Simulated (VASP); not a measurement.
KCl, 2 atoms in the cell. It takes space group I4/mmm (No. 139, tetragonal). The conventional cell has a = 4.374 Å, b = 4.374 Å, c = 6.312 Å, α = 90.00°, β = 90.00°, γ = 90.00°. K (site symmetry 4/mmm) has 6 Cl at 3.09 to 3.16 Å within 4.1 Å. Within 4.1 Å of Cl (site symmetry 4/mmm) lie 6 K at 3.09 to 3.16 Å.  This cell differs from its parent crystal: equal xx and yy strain of -2 %.

```yaml
Program: VASP 6.6.1
Task: electric field gradients
Functional: PBEsol
Potentials_or_basis: VASP PAW PBE potentials, release 64 (K_sv, Cl)
Cutoff: 520 eV
k_mesh: 7 × 7 × 7
Occupations: fermi-dirac, width 0.03 eV
Spin: no spin polarisation
Dipole_correction: no
Further_INCAR_settings: ALGO = Normal; EDIFF = 1e-08; NBANDS = 15
```

Potentials or basis: VASP PAW PBE potentials, release 64 (K_sv, Cl).

Run with:

```sh
$ cat potpaw_PBE.64/K_sv/POTCAR potpaw_PBE.64/Cl/POTCAR > POTCAR
$ mpirun -np 1 vasp_std > vasp.out
```

Hardware: 1 thread of AMD EPYC 7R13 (shared host).

Question: How long does it take, and how much memory?

Answer: It took 89 s on 1 thread of AMD EPYC 7R13, on a shared host, peak memory 0.18 GiB. Counts: scf iterations 14, k points 40.
